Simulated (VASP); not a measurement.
# TiC in VASP: notebook

TiC is run at these levels: PBE; tasks: electric field gradients.

Program: VASP 6.6.1. These are calculated values, not measurements. Logs are shortened: lines on timing, memory, paths and dates and some standing lists are left out, and cuts for length are marked.

## Step 1: The cell of the first run

It takes space group Fm-3m (No. 225, cubic). Conventional cell: a = 4.342 Å, b = 4.342 Å, c = 4.342 Å, α = 90.00°, β = 90.00°, γ = 90.00°. Ti (site symmetry m-3m) has 6 C at 2.17 Å within 2.9 Å. Within 2.9 Å of C (site symmetry m-3m) lie 6 Ti at 2.17 Å.

## Step 2: Electric field gradients, PBE (volume scaled by 1.01)

Input file INCAR:

```
SYSTEM = TiC
PREC = Accurate ; ENCUT = 520
EDIFF = 1E-8 ; ISMEAR = -1
SIGMA = 0.03 ; LREAL = .False.
LASPH = .True. ; NELM = 80
ALGO = Normal ; ISIF = 2
LWAVE = .False. ; LCHARG = .False.
GGA = PE ; LEFG = .True.
NBANDS = 15
```

Input file KPOINTS:

```
regular mesh
0
Gamma
  16 16 16
  0 0 0
```

Input file POSCAR:

```
TiC
1.0
    0.0000000000      2.1711894216      2.1711894216
    2.1711894216      0.0000000000      2.1711894216
    2.1711894216      2.1711894216      0.0000000000
Ti C
1 1
Direct
    0.0000000000      0.0000000000      0.0000000000
    0.5000000000      0.5000000000      0.5000000000
```

Potentials or basis: VASP PAW PBE potentials, release 64 (Ti_sv, C).

Command:

```sh
> cat potpaw_PBE.64/Ti_sv/POTCAR potpaw_PBE.64/C/POTCAR > POTCAR
> mpirun -np 1 vasp_std > vasp.out
```

OUTCAR:

```text
SYSTEM = TiC
   PREC = Accurate
   ENCUT = 520
   EDIFF = 1E-8
   ISMEAR = -1
   LREAL = .False.
   LASPH = .True.
   NELM = 80
   ISIF = 2
   GGA = PE

 ion  position               nearest neighbor table
   1  0.000  0.000  0.000-   2 2.17   2 2.17   2 2.17   2 2.17   2 2.17   2 2.17
   2  0.500  0.500  0.500-   1 2.17   1 2.17   1 2.17   1 2.17   1 2.17   1 2.17

  LATTYP: Found a face centered cubic cell.
 ALAT       =     4.3423788432

  Lattice vectors:

 A1 = (   0.0000000000,   2.1711894216,   2.1711894216)
 A2 = (   2.1711894216,   0.0000000000,   2.1711894216)
 A3 = (   2.1711894216,   2.1711894216,   0.0000000000)

Analysis of symmetry for initial positions (statically):
=====================================================================
 Subroutine PRICEL returns:
 Original cell was already a primitive cell.

 Routine SETGRP: Setting up the symmetry group for a
 face centered cubic supercell.

 Subroutine GETGRP returns: Found 48 space group operations
 (whereof 48 operations were pure point group operations)
 out of a pool of 48 trial point group operations.

The static configuration has the point symmetry O_h .

Analysis of symmetry for dynamics (positions and initial velocities):
=====================================================================
 Subroutine PRICEL returns:
 Original cell was already a primitive cell.

 Routine SETGRP: Setting up the symmetry group for a
 face centered cubic supercell.

 Subroutine GETGRP returns: Found 48 space group operations
 (whereof 48 operations were pure point group operations)
 out of a pool of 48 trial point group operations.

The dynamic configuration has the point symmetry O_h .

 Subroutine INISYM returns: Found 48 space group operations
 (whereof 48 operations are pure point group operations),
 and found     1 'primitive' translations

----------------------------------------------------------------------------------------

                                     Primitive cell

  volume of cell :      20.4702

  direct lattice vectors                    reciprocal lattice vectors
     0.000000000  2.171189422  2.171189422    -0.230288521  0.230288521  0.230288521
     2.171189422  0.000000000  2.171189422     0.230288521 -0.230288521  0.230288521
     2.171189422  2.171189422  0.000000000     0.230288521  0.230288521 -0.230288521

[... 135 lines left out ...]
 Fermi energy:         9.3158994777

 k-point     1 :       0.0000    0.0000    0.0000
  band No.  band energies     occupation
      1     -47.2875      2.00000
      2     -23.3155      2.00000
      3     -23.3155      2.00000
      4     -23.3155      2.00000
      5      -3.0377      2.00000
      6      10.0142      0.00000
      7      10.0142      0.00000
      8      10.0142      0.00000
      9      10.9911      0.00000
     10      10.9911      0.00000
     11      10.9912      0.00000
     12      11.0200      0.00000
     13      11.0201      0.00000
     14      19.6948      0.00000
[... 401 lines left out ...]
      2     -23.3607      2.00000
      3     -23.3281      2.00000
      4     -23.3166      2.00000
      5      -2.8068      2.00000
      6       9.1083      1.99803
      7       9.2931      1.36240
      8       9.3018      1.23105
      9      10.1236      0.00000
     10      10.6913      0.00000
     11      11.5752      0.00000
     12      12.1225      0.00000
     13      12.9791      0.00000
     14      20.1042      0.00000
     15      23.3854      0.00000

 [... further k-points ...]

------------------------ aborting loop because EDIFF is reached ----------------------------------------

  FORCE on cell =-STRESS in cart. coord.  units (eV):
  Direction    XX          YY          ZZ          XY          YZ          ZX
  --------------------------------------------------------------------------------------
  -------------------------------------------------------------------------------------
  Total       -0.1773702     -0.1773702     -0.1773702     -0.0000000      0.0000000      0.0000000
  in kB      -13.8825157    -13.8825157    -13.8825157     -0.0000000      0.0000000      0.0000000
  external PRESSURE =     -13.8825157 kB  Pullay stress =       0.0000000 kB

 VOLUME and BASIS-vectors are now :
 -----------------------------------------------------------------------------
  energy-cutoff  :      520.00
  volume of cell :       20.47
      direct lattice vectors                 reciprocal lattice vectors
     0.000000000  2.171189422  2.171189422    -0.230288521  0.230288521  0.230288521
     2.171189422  0.000000000  2.171189422     0.230288521 -0.230288521  0.230288521
     2.171189422  2.171189422  0.000000000     0.230288521  0.230288521 -0.230288521

 POSITION                                       TOTAL-FORCE (eV/Angst)
 -----------------------------------------------------------------------------------
      0.00000      0.00000      0.00000        -0.000000      0.000000      0.000000
      2.17119      2.17119      2.17119         0.000000     -0.000000     -0.000000
 -----------------------------------------------------------------------------------
    total drift:                                0.000000     -0.000000     -0.000000

  FREE ENERGIE OF THE ION-ELECTRON SYSTEM (eV)
  ---------------------------------------------------
  free  energy   TOTEN  =       -18.7086357527 eV

  energy  without entropy=      -18.7072745678  energy(sigma->0) =      -18.70795516

 Electric field gradients (V/A^2)
---------------------------------------------------------------------
 ion       V_xx      V_yy      V_zz      V_xy      V_xz      V_yz
---------------------------------------------------------------------
   1      -0.000    -0.000    -0.000     0.000     0.000     0.000
   2      -0.000     0.000     0.000     0.000     0.000     0.000
---------------------------------------------------------------------

 Electric field gradients after diagonalization (V/A^2)
 (convention: |V_zz| > |V_xx| > |V_yy|)
----------------------------------------------------------------------
 ion       V_xx      V_yy      V_zz     asymmetry (V_yy - V_xx)/ V_zz
----------------------------------------------------------------------
   1      -0.000    -0.000     0.000       0.000
   2      -0.000    -0.000     0.000       0.000
----------------------------------------------------------------------

           NMR quadrupolar parameters

 Cq : quadrupolar parameter    Cq=e*Q*V_zz/h
 eta: asymmetry parameters     (V_yy - V_xx)/ V_zz
 Q  : nuclear electric quadrupole moment in mb (millibarn)
----------------------------------------------------------------------
 ion       Cq(MHz)       eta       Q (mb)
----------------------------------------------------------------------
   1       0.000       0.000       1.000
   2       0.000       0.000       1.000
----------------------------------------------------------------------
```

stdout:

```text
POSCAR found type information on POSCAR TiC
 POSCAR found :  2 types and       2 ions
 scaLAPACK will be used
 LDA part: xc-table for (Slater+PW92), standard interpolation
 POSCAR, INCAR and KPOINTS ok, starting setup
 FFT: planning ... GRIDC
 FFT: planning ... GRID_SOFT
 FFT: planning ... GRID
 WAVECAR not read
 entering main loop
ion   1

ion   2
```

It took 25 s on 1 thread of Intel Xeon 6975P-C (Granite Rapids), shared host; peak memory 0.17 GiB.

What came out:

```
Free energy            : -18.7086 eV
Pressure               : -1.4 GPa
Band gap on the k mesh : zero (band 8 reaches 10.01 eV, above the bottom of band 9 at 8.92 eV)
```

Caveat: without QUAD_EFG the Cq values of the log hold for a quadrupole moment of 1 mb, not for the nuclei.

## Step 3: Electric field gradients, PBE (volume scaled by 1.04)

Input file INCAR:

```
SYSTEM = TiC
PREC = Accurate
ENCUT = 520
EDIFF = 1E-8
ISMEAR = -1
SIGMA = 0.03
LREAL = .FALSE.
LASPH = .TRUE.
NELM = 100
ALGO = Normal
ISIF = 2
LWAVE = .FALSE.
LCHARG = .FALSE.
GGA = PE
LEFG = .TRUE.
NBANDS = 15
```

Input file KPOINTS:

```
Automatic mesh
0
G
  16 16 16
  0 0 0
```

Input file POSCAR:

```
TiC
1.0
    0.0000000000      2.1924769499      2.1924769499
    2.1924769499      0.0000000000      2.1924769499
    2.1924769499      2.1924769499      0.0000000000
Ti C
1 1
Direct
    0.0000000000      0.0000000000      0.0000000000
    0.5000000000      0.5000000000      0.5000000000
```

Potentials or basis: VASP PAW PBE potentials, release 64 (Ti_sv, C).

Command:

```sh
> cat potpaw_PBE.64/Ti_sv/POTCAR potpaw_PBE.64/C/POTCAR > POTCAR
> mpirun -np 1 vasp_std > vasp.out
```

OUTCAR:

```text
SYSTEM = TiC
   PREC = Accurate
   ENCUT = 520
   EDIFF = 1E-8
   ISMEAR = -1
   LREAL = .FALSE.
   LASPH = .TRUE.
   NELM = 100
   ISIF = 2
   GGA = PE

 ion  position               nearest neighbor table
   1  0.000  0.000  0.000-   2 2.19   2 2.19   2 2.19   2 2.19   2 2.19   2 2.19
   2  0.500  0.500  0.500-   1 2.19   1 2.19   1 2.19   1 2.19   1 2.19   1 2.19

  LATTYP: Found a face centered cubic cell.
 ALAT       =     4.3849538998

  Lattice vectors:

 A1 = (   0.0000000000,   2.1924769499,   2.1924769499)
 A2 = (   2.1924769499,   0.0000000000,   2.1924769499)
 A3 = (   2.1924769499,   2.1924769499,   0.0000000000)

Analysis of symmetry for initial positions (statically):
=====================================================================
 Subroutine PRICEL returns:
 Original cell was already a primitive cell.

 Routine SETGRP: Setting up the symmetry group for a
 face centered cubic supercell.

 Subroutine GETGRP returns: Found 48 space group operations
 (whereof 48 operations were pure point group operations)
 out of a pool of 48 trial point group operations.

The static configuration has the point symmetry O_h .

Analysis of symmetry for dynamics (positions and initial velocities):
=====================================================================
 Subroutine PRICEL returns:
 Original cell was already a primitive cell.

 Routine SETGRP: Setting up the symmetry group for a
 face centered cubic supercell.

 Subroutine GETGRP returns: Found 48 space group operations
 (whereof 48 operations were pure point group operations)
 out of a pool of 48 trial point group operations.

[... 576 lines left out ...]
      7       8.9596      1.30992
      8       8.9744      1.07336
      9       9.7681      0.00000
     10      10.3089      0.00000
     11      11.1786      0.00000
     12      11.6895      0.00000
     13      12.5263      0.00000
     14      19.3500      0.00000
     15      22.8928      0.00000

 [... further k-points ...]

------------------------ aborting loop because EDIFF is reached ----------------------------------------

  FORCE on cell =-STRESS in cart. coord.  units (eV):
  Direction    XX          YY          ZZ          XY          YZ          ZX
  --------------------------------------------------------------------------------------
  -------------------------------------------------------------------------------------
  Total       -1.0658488     -1.0658488     -1.0658488      0.0000000      0.0000000      0.0000000
  in kB      -81.0160515    -81.0160515    -81.0160515      0.0000000      0.0000000      0.0000000
  external PRESSURE =     -81.0160515 kB  Pullay stress =       0.0000000 kB

 VOLUME and BASIS-vectors are now :
 -----------------------------------------------------------------------------
  energy-cutoff  :      520.00
  volume of cell :       21.08
      direct lattice vectors                 reciprocal lattice vectors
     0.000000000  2.192476950  2.192476950    -0.228052569  0.228052569  0.228052569
     2.192476950  0.000000000  2.192476950     0.228052569 -0.228052569  0.228052569
     2.192476950  2.192476950  0.000000000     0.228052569  0.228052569 -0.228052569

 POSITION                                       TOTAL-FORCE (eV/Angst)
 -----------------------------------------------------------------------------------
      0.00000      0.00000      0.00000         0.000000     -0.000000      0.000000
      2.19248      2.19248      2.19248        -0.000000      0.000000     -0.000000
 -----------------------------------------------------------------------------------
    total drift:                                0.000000     -0.000000     -0.000000

  FREE ENERGIE OF THE ION-ELECTRON SYSTEM (eV)
  ---------------------------------------------------
  free  energy   TOTEN  =       -18.6906072249 eV

  energy  without entropy=      -18.6892129970  energy(sigma->0) =      -18.68991011

 Electric field gradients (V/A^2)
---------------------------------------------------------------------
 ion       V_xx      V_yy      V_zz      V_xy      V_xz      V_yz
---------------------------------------------------------------------
   1      -0.000     0.000    -0.000    -0.000    -0.000    -0.000
   2      -0.000     0.000     0.000     0.000     0.000     0.000
---------------------------------------------------------------------

 Electric field gradients after diagonalization (V/A^2)
 (convention: |V_zz| > |V_xx| > |V_yy|)
----------------------------------------------------------------------
 ion       V_xx      V_yy      V_zz     asymmetry (V_yy - V_xx)/ V_zz
----------------------------------------------------------------------
   1       0.000     0.000    -0.001       0.000
   2      -0.000    -0.000     0.000       0.000
----------------------------------------------------------------------

           NMR quadrupolar parameters

 Cq : quadrupolar parameter    Cq=e*Q*V_zz/h
 eta: asymmetry parameters     (V_yy - V_xx)/ V_zz
 Q  : nuclear electric quadrupole moment in mb (millibarn)
----------------------------------------------------------------------
 ion       Cq(MHz)       eta       Q (mb)
----------------------------------------------------------------------
   1      -0.000       0.000       1.000
   2       0.000       0.000       1.000
----------------------------------------------------------------------
```

OSZICAR:

```text
N       E                     dE             d eps       ncg     rms          rms(c)
DAV:   1     0.117079364371E+03    0.11708E+03   -0.78820E+03  4350   0.126E+03
DAV:   2    -0.165544401322E+02   -0.13363E+03   -0.12513E+03  4721   0.333E+02
DAV:   3    -0.241595297619E+02   -0.76051E+01   -0.74905E+01  5693   0.774E+01
DAV:   4    -0.243958950101E+02   -0.23637E+00   -0.23614E+00  5452   0.126E+01
DAV:   5    -0.244018913402E+02   -0.59963E-02   -0.59958E-02  5620   0.181E+00    0.176E+01
DAV:   6    -0.194198926935E+02    0.49820E+01   -0.12203E+01  6191   0.560E+01    0.726E+00
DAV:   7    -0.187413665388E+02    0.67853E+00   -0.23662E+00  5140   0.217E+01    0.465E+00
DAV:   8    -0.187219051498E+02    0.19461E-01   -0.11534E-01  4805   0.313E+00    0.368E+00
DAV:   9    -0.186947666275E+02    0.27139E-01   -0.12292E-01  5836   0.529E+00    0.796E-01
DAV:  10    -0.186939397245E+02    0.82690E-03   -0.14678E-02  5580   0.126E+00    0.672E-01
DAV:  11    -0.186913865786E+02    0.25531E-02   -0.26246E-03  5001   0.796E-01    0.346E-01
DAV:  12    -0.186906404019E+02    0.74618E-03   -0.12729E-03  5057   0.615E-01    0.636E-02
DAV:  13    -0.186906111440E+02    0.29258E-04   -0.10426E-04  4952   0.136E-01    0.299E-02
DAV:  14    -0.186906081893E+02    0.29547E-05   -0.15558E-05  5659   0.285E-02    0.821E-03
DAV:  15    -0.186906074743E+02    0.71503E-06   -0.12536E-06  4882   0.153E-02    0.299E-03
DAV:  16    -0.186906072696E+02    0.20464E-06   -0.32610E-07  5460   0.105E-02    0.168E-03
DAV:  17    -0.186906072246E+02    0.45056E-07   -0.36396E-08  4926   0.236E-03    0.584E-04
DAV:  18    -0.186906072249E+02   -0.35084E-09   -0.30848E-09  2630   0.593E-04
   1 F= -.18690607E+02 E0= -.18689910E+02  d E =-.139423E-02
```

Run time: 26 s. Hardware: 1 thread of Intel Xeon 6975P-C (Granite Rapids), shared host; peak memory 0.17 GiB.

Results:

| Property | Result |
| --- | --- |
| Free energy | -18.6906 eV |
| Pressure | -8.1 GPa |
| Band gap on the k mesh | zero (band 8 reaches 9.66 eV, above the bottom of band 9 at 8.59 eV) |

Levels at points of the mesh, in eV from the Fermi level:
```
           k point  band 6  band 7  band 8  band 9  band 10  band 11
(0.00, 0.00, 0.00)    0.68    0.68    0.68    1.64     1.64     1.64
(0.50, 0.00, 0.00)   -5.66   -2.77   -2.77    2.78     2.78     3.90
(0.50, 0.50, 0.00)   -3.39   -1.50   -0.06   -0.06     2.58     3.34
```

Caveat: without QUAD_EFG the Cq values of the log hold for a quadrupole moment of 1 mb, not for the nuclei.

(Part 1 of 2 ends here.)
